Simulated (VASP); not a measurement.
# TiN (Fm-3m) in VASP: single point with PBE

Aim: the single point of TiN with PBE.

Everything below comes from runs of VASP 6.6.1. Logs are shortened: lines on timing, memory, paths and dates and some standing lists are left out, and cuts for length are marked.

## 1. The cell of the first run

It takes space group Fm-3m (No. 225, cubic). The conventional cell has a = 4.330 Å, b = 4.330 Å, c = 4.330 Å, α = 90.00°, β = 90.00°, γ = 90.00°. Within 2.9 Å of Ti (site symmetry m-3m) lie 6 N at 2.17 Å. N (site symmetry m-3m) has 6 Ti at 2.17 Å within 2.9 Å.

## 2. Single point, PBE (volume scaled by 1.06)

The input, INCAR:

```
PREC = Accurate
ENCUT = 520
EDIFF = 1E-6
ISMEAR = 0
SIGMA = 0.1
LREAL = F
LASPH = T
NELM = 80
ALGO = Normal
ISIF = 2
LWAVE = F
LCHARG = F
GGA = PE
NBANDS = 16
```

The input, KPOINTS:

```
regular mesh
0
Gamma
  18 18 18
```

The input, POSCAR:

```
TiN
1.0
    0.0000000000      2.1650105462      2.1650105462
    2.1650105462      0.0000000000      2.1650105462
    2.1650105462      2.1650105462      0.0000000000
Ti N
1 1
Direct
    0.0000000000      0.0000000000      0.0000000000
    0.5000000000      0.5000000000      0.5000000000
```

Potentials or basis: VASP PAW PBE potentials, release 64 (Ti_sv, N).

Launch:

```sh
$ cat potpaw_PBE.64/Ti_sv/POTCAR potpaw_PBE.64/N/POTCAR > POTCAR
$ mpirun -np 1 vasp_std > vasp.out
```

OUTCAR:

```text
PREC = Accurate
   ENCUT = 520
   EDIFF = 1E-6
   ISMEAR = 0
   LREAL = F
   LASPH = T
   NELM = 80
   ISIF = 2
   GGA = PE

 ion  position               nearest neighbor table
   1  0.000  0.000  0.000-   2 2.17   2 2.17   2 2.17   2 2.17   2 2.17   2 2.17
   2  0.500  0.500  0.500-   1 2.17   1 2.17   1 2.17   1 2.17   1 2.17   1 2.17

  LATTYP: Found a face centered cubic cell.
 ALAT       =     4.3300210924

  Lattice vectors:

 A1 = (   0.0000000000,   2.1650105462,   2.1650105462)
 A2 = (   2.1650105462,   0.0000000000,   2.1650105462)
 A3 = (   2.1650105462,   2.1650105462,   0.0000000000)

Analysis of symmetry for initial positions (statically):
=====================================================================
 Subroutine PRICEL returns:
 Original cell was already a primitive cell.

 Routine SETGRP: Setting up the symmetry group for a
 face centered cubic supercell.

 Subroutine GETGRP returns: Found 48 space group operations
 (whereof 48 operations were pure point group operations)
 out of a pool of 48 trial point group operations.

The static configuration has the point symmetry O_h .

Analysis of symmetry for dynamics (positions and initial velocities):
=====================================================================
 Subroutine PRICEL returns:
 Original cell was already a primitive cell.

 Routine SETGRP: Setting up the symmetry group for a
 face centered cubic supercell.

 Subroutine GETGRP returns: Found 48 space group operations
 (whereof 48 operations were pure point group operations)
 out of a pool of 48 trial point group operations.

The dynamic configuration has the point symmetry O_h .

 Subroutine INISYM returns: Found 48 space group operations
 (whereof 48 operations are pure point group operations),
 and found     1 'primitive' translations

----------------------------------------------------------------------------------------

                                     Primitive cell

  volume of cell :      20.2960

  direct lattice vectors                    reciprocal lattice vectors
     0.000000000  2.165010546  2.165010546    -0.230945757  0.230945757  0.230945757
     2.165010546  0.000000000  2.165010546     0.230945757 -0.230945757  0.230945757
     2.165010546  2.165010546  0.000000000     0.230945757  0.230945757 -0.230945757

  length of vectors
     3.061787277  3.061787277  3.061787277     0.400009785  0.400009785  0.400009785

  position of ions in fractional coordinates (direct lattice)
     0.000000000  0.000000000  0.000000000
     0.500000000  0.500000000  0.500000000

  ion indices of the primitive-cell ions
   primitive index   ion index
                 1           1
                 2           2

----------------------------------------------------------------------------------------

 KPOINTS: regular mesh

Automatic generation of k-mesh.
 Grid dimensions read from file:
 generate k-points for:   18   18   18

 Generating k-lattice:

  Cartesian coordinates                     Fractional coordinates (reciprocal lattice)
    -0.012830320  0.012830320  0.012830320     0.055555556  0.000000000  0.000000000
     0.012830320 -0.012830320  0.012830320     0.000000000  0.055555556  0.000000000
     0.012830320  0.012830320 -0.012830320     0.000000000  0.000000000  0.055555556

  Length of vectors
     0.022222766  0.022222766  0.022222766

  Shift w.r.t. Gamma in fractional coordinates (k-lattice)
     0.000000000  0.000000000  0.000000000

 Subroutine IBZKPT returns following result:
 ===========================================

 Found    195 irreducible k-points:

 Following reciprocal coordinates:
            Coordinates               Weight
  0.000000  0.000000  0.000000      1.000000
  0.055556  0.000000  0.000000      8.000000
  0.111111  0.000000  0.000000      8.000000
  0.166667  0.000000  0.000000      8.000000
  0.222222  0.000000  0.000000      8.000000
  0.277778  0.000000  0.000000      8.000000
[... 16 lines left out ...]
 -0.277778  0.055556  0.000000     24.000000
 -0.222222  0.055556  0.000000     24.000000
 [... further k-points ...]
   k-points           NKPTS =    195   k-points in BZ     NKDIM =    195   number of bands    NBANDS=     16
   number of dos      NEDOS =    301   number of ions     NIONS =      2
   total plane-waves  NPLWV =  13824
   dimension x,y,z NGX =    24 NGY =   24 NGZ =   24
   dimension x,y,z NGXF=    48 NGYF=   48 NGZF=   48
   ions per type =               1   1
   NGX,Y,Z   is equivalent  to a cutoff of  13.03, 13.03, 13.03 a.u.
   NGXF,Y,Z  is equivalent  to a cutoff of  26.06, 26.06, 26.06 a.u.
 SYSTEM =  unknown system
   PREC   = accura    normal or accurate (medium, high low for compatibility)
   ISTART =      0    job   : 0-new  1-cont  2-samecut
   ICHARG =      2    charge: 1-file 2-atom 10-const
   ISPIN  =      1    spin polarized calculation?
   LNONCOLLINEAR =      F non collinear calculations
   LSORBIT =      F    spin-orbit coupling
   LASPH  =      T    aspherical Exc in radial PAW
   ENCUT  =  520.0 eV  38.22 Ry    6.18 a.u.   5.69  5.69  5.69*2*pi/ulx,y,z
   NELM   =     80;   NELMIN=  2; NELMDL= -5     # of ELM steps
   EDIFF  = 0.1E-05   stopping-criterion for ELM
   LREAL  =      F    real-space projection
   EDIFFG = 0.1E-04   stopping-criterion for IOM
   NSW    =      0    number of steps for IOM
   IBRION =     -1    ionic relax: 0-MD 1-quasi-New 2-CG
   NFREE  =      0    steps in history (QN), initial steepest desc. (CG)
   ISIF   =      2    stress and relaxation
   ISYM   =      2    0-nonsym 1-usesym 2-fastsym
   POTIM  = 0.5000    time-step for ionic-motion
   TEBEG  =    0.0;   TEEND  =   0.0 temperature during run
   PSTRESS=    0.0 pullay stress
   NELECT =      17.0000    total number of electrons
   NUPDOWN=      -1.0000    fix difference up-down
   EMIN   =  10.00;   EMAX   =-10.00  energy-range for DOS
   EFERMI =   0.00;   METHOD = LEGACY
   ISMEAR =     0;   SIGMA  =   0.10  broadening in eV -4-tet -1-fermi 0-gaus
   EFERMI_NEDOS =   21; number of points for ismear=-14 and -15
   IALGO  =     38    algorithm
   IMIX   =      4    mixing-type and parameters
     AMIX     =   0.40;   BMIX     =  1.00
     AMIX_MAG =   1.60;   BMIX_MAG =  1.00
  volume/ion in A,a.u.               =      10.15        68.48
  Fermi-wavevector in a.u.,A,eV,Ry     =   1.543196  2.916218 32.401652  2.381454
  Thomas-Fermi vector in A             =   2.648893
   LORBIT       =      0    0 simple, 1 ext, 2 COOP (PROOUT), +10 PAW based schemes
   GGA     = PE    functional components
   LHFCALC =     F    Hartree Fock is set to
   AEXX    =    0.0000 exact exchange contribution
   IVDW    =     0    specifies the selected vdW correction
   LEPSILON=     F    determine dielectric tensor
   LRPA    =     F    only Hartree local field effects (RPA)
 non-spin polarized calculation
 Gauss-broadening in eV      SIGMA  =   0.10
  energy-cutoff  :      520.00
  volume of cell :       20.30
 maximum number of plane-waves:       568
   NGX = 11   NGY = 11   NGZ = 11

 number of electron      16.9999999 magnetization

 Free energy of the ion-electron system (eV)
  ---------------------------------------------------
  ext. energy  EPLUGINS =         0.00000000
  ---------------------------------------------------
  free energy    TOTEN  =       -19.58910896 eV

  energy without entropy =      -19.58442247  energy(sigma->0) =      -19.58676572

 E-fermi :  10.6228     XC(G=0): -12.6816

 val. band max:       10.5959929556   @ k =  -0.1667   0.1111   0.0000
 cond. band min:      10.6244581529   @ k =   0.1111   0.0556   0.0000
 fundamental gap:      0.0284651972
 Fermi energy:        10.6228337009

 k-point     1 :       0.0000    0.0000    0.0000
  band No.  band energies     occupation
      1     -47.3372      2.00000
      2     -23.3559      2.00000
      3     -23.3559      2.00000
      4     -23.3559      2.00000
      5      -6.0920      2.00000
      6       8.6669      2.00000
[... 8 lines left out ...]
     15      23.6107      0.00000
     16      29.5548      0.00000

 k-point     2 :       0.0556    0.0000    0.0000
  band No.  band energies     occupation
      1     -47.3350      2.00000
      2     -23.3719      2.00000
      3     -23.3573      2.00000
      4     -23.3573      2.00000
      5      -6.0378      2.00000
      6       8.3219      2.00000
[... 8 lines left out ...]
     15      23.6353      0.00000
     16      29.4794      0.00000

 k-point     3 :       0.1111    0.0000    0.0000
  band No.  band energies     occupation
      1     -47.3287      2.00000
      2     -23.4178      2.00000
      3     -23.3614      2.00000
      4     -23.3614      2.00000
      5      -5.8793      2.00000
      6       7.5740      2.00000
[... 8 lines left out ...]
     15      23.6406      0.00000
     16      29.2157      0.00000

 k-point     4 :       0.1667    0.0000    0.0000
  band No.  band energies     occupation
      1     -47.3190      2.00000
      2     -23.4873      2.00000
      3     -23.3676      2.00000
      4     -23.3676      2.00000
      5      -5.6285      2.00000
      6       6.6853      2.00000
[... 8 lines left out ...]
     15      23.4903      0.00000
     16      28.6881      0.00000
[... 324 lines left out ...]
 k-point    22 :      -0.3333    0.0556    0.0000
  band No.  band energies     occupation
      1     -47.2778      2.00000
      2     -23.7622      2.00000
      3     -23.4096      2.00000
      4     -23.3886      2.00000
      5      -4.4337      2.00000
      6       3.9050      2.00000
[... 8 lines left out ...]
     15      22.9285      0.00000
     16      25.4598      0.00000

 k-point    23 :      -0.2778    0.0556    0.0000
  band No.  band energies     occupation
      1     -47.2890      2.00000
      2     -23.6868      2.00000
      3     -23.4032      2.00000
      4     -23.3799      2.00000
      5      -4.7916      2.00000
      6       4.6002      2.00000
[... 8 lines left out ...]
     15      22.8575      0.00000
     16      26.1855      0.00000

 k-point    24 :      -0.2222    0.0556    0.0000
  band No.  band energies     occupation
      1     -47.3014      2.00000
      2     -23.6021      2.00000
      3     -23.3949      2.00000
      4     -23.3715      2.00000
      5      -5.1573      2.00000
      6       5.3998      2.00000
[... 8 lines left out ...]
     15      23.0722      0.00000
     16      26.9685      0.00000

 [... further k-points ...]
[... 5 lines left out ...]
  --------------------------------------------------------------------------------------
  -------------------------------------------------------------------------------------
  Total       -1.7561588     -1.7561588     -1.7561588      0.0000000      0.0000000      0.0000000
  in kB     -138.6322628   -138.6322628   -138.6322628      0.0000000      0.0000000      0.0000000
  external PRESSURE =    -138.6322628 kB  Pullay stress =       0.0000000 kB

 VOLUME and BASIS-vectors are now :
 -----------------------------------------------------------------------------
  energy-cutoff  :      520.00
  volume of cell :       20.30
      direct lattice vectors                 reciprocal lattice vectors
     0.000000000  2.165010546  2.165010546    -0.230945757  0.230945757  0.230945757
     2.165010546  0.000000000  2.165010546     0.230945757 -0.230945757  0.230945757
     2.165010546  2.165010546  0.000000000     0.230945757  0.230945757 -0.230945757

 POSITION                                       TOTAL-FORCE (eV/Angst)
 -----------------------------------------------------------------------------------
      0.00000      0.00000      0.00000        -0.000000     -0.000000     -0.000000
      2.16501      2.16501      2.16501         0.000000      0.000000      0.000000
 -----------------------------------------------------------------------------------
    total drift:                                0.000000     -0.000000     -0.000000

  FREE ENERGIE OF THE ION-ELECTRON SYSTEM (eV)
  ---------------------------------------------------
  free  energy   TOTEN  =       -19.5891089622 eV

  energy  without entropy=      -19.5844224680  energy(sigma->0) =      -19.58676572
```

It used 110 s of CPU time on 1 thread of AMD EPYC 7R13 Processor (Zen 3), with other jobs on the host.

What came out:

```yaml
Free_energy: -19.5891 eV
Pressure: -13.9 GPa
```
